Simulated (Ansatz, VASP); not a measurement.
**Pt: VASP beside Ansatz**

File POSCAR:

```
Pt
1.0
    2.7861346167      0.0000000000      0.0000000000
    0.0000000000      2.7861346167      0.0000000000
    0.0000000000      0.0000000000     26.8205680848
Pt
7
Direct
    0.5000000000      0.5000000000      0.2796361351
    0.0000000000      0.0000000000      0.3530907567
    0.5000000000      0.5000000000      0.4265453784
    0.0000000000      0.0000000000      0.5000000000
    0.5000000000      0.5000000000      0.5734546216
    0.0000000000      0.0000000000      0.6469092433
    0.5000000000      0.5000000000      0.7203638649
```

Contents of INCAR.step1:

```
SYSTEM = Pt
  PREC = Accurate
  ENCUT = 520
  ISMEAR = 0
  SIGMA = 0.1
  LREAL = .FALSE.
  LASPH = .TRUE.
  NELM = 80
  LDIPOL = .TRUE.
  IDIPOL = 3
  DIPOL = 0.5 0.5 0.500
  NBANDS = 44
  GGA = PE
  ALGO = Normal
  EDIFF = 1E-4
  LWAVE = .TRUE.
  LCHARG = .FALSE.
```

The input INCAR.step2:

```
SYSTEM = Pt
  PREC = Accurate
  ENCUT = 520
  EDIFF = 1E-6
  ISMEAR = 0
  SIGMA = 0.1
  LREAL = .FALSE.
  LASPH = .TRUE.
  NELM = 80
  ALGO = Normal
  ISIF = 2
  LWAVE = .FALSE.
  LCHARG = .FALSE.
  LDIPOL = .TRUE.
  IDIPOL = 3
  DIPOL = 0.5 0.5 0.500
  METAGGA = R2SCAN
  LMIXTAU = .TRUE.
  NBANDS = 44
  ISTART = 1
```

Contents of KPOINTS:

```
regular mesh
0
G
  12 12 1
  0 0 0
```

Input for Ansatz:

```yaml
crystal:
  lattice:
    - [2.7861346167, 0.0, 0.0]
    - [0.0, 2.7861346167, 0.0]
    - [0.0, 0.0, 26.8205680848]
  atoms:
    - { symbol: Pt, position: [0.5, 0.5, 0.2796361351] }
    - { symbol: Pt, position: [0.0, 0.0, 0.3530907567] }
    - { symbol: Pt, position: [0.5, 0.5, 0.4265453784] }
    - { symbol: Pt, position: [0.0, 0.0, 0.5] }
    - { symbol: Pt, position: [0.5, 0.5, 0.5734546216] }
    - { symbol: Pt, position: [0.0, 0.0, 0.6469092433] }
    - { symbol: Pt, position: [0.5, 0.5, 0.7203638649] }
basis:
  ecutwfc: 500
kpoints:
  mp_grid: { grid: [12, 12, 1] }
hamiltonian:
  xc: r2scan
scf:
  occupations: { method: gaussian, width: 0.1 }
output:
  forces: true
  stress: true
  eigenvalues: true
  write_density: true
  write_potential: true
  elf: true
  volumetric_format: npy
efield:
  axis: 3
  dipole_correction: true
```

Alike in both runs: task single point; functional r2SCAN; k mesh 12 × 12 × 1; occupations gaussian, width 0.1 eV; no spin polarisation.

|  | VASP | Ansatz |
| --- | --- | --- |
| version | VASP 6.6.1 | Ansatz 0.2.0 |
| potentials or method | VASP PAW PBE potentials, release 64 (Pt), cutoff 520 eV | scalar-relativistic, plane waves, PAW |
| valence electrons in the cell | 70 | 126 |

```csv
,VASP,Ansatz,Ansatz less VASP
gap on the k mesh at the Fermi level (eV),none,none,-
rms of the force components (eV/Å),0.119,0.125,+0.0058
```

VASP's potentials were made for PBE, not for r2SCAN. Atom by atom the forces differ by 0.009 eV/Å (rms over components). A gap of «none» marks a metal or a gap that the smearing closes. VASP's potentials hold 70 valence electrons a cell and Ansatz's 126, so a difference there can come from the potentials and not from the codes. Ansatz's warnings: xc potential rough in thin density.

Neither program's run includes spin-orbit coupling.
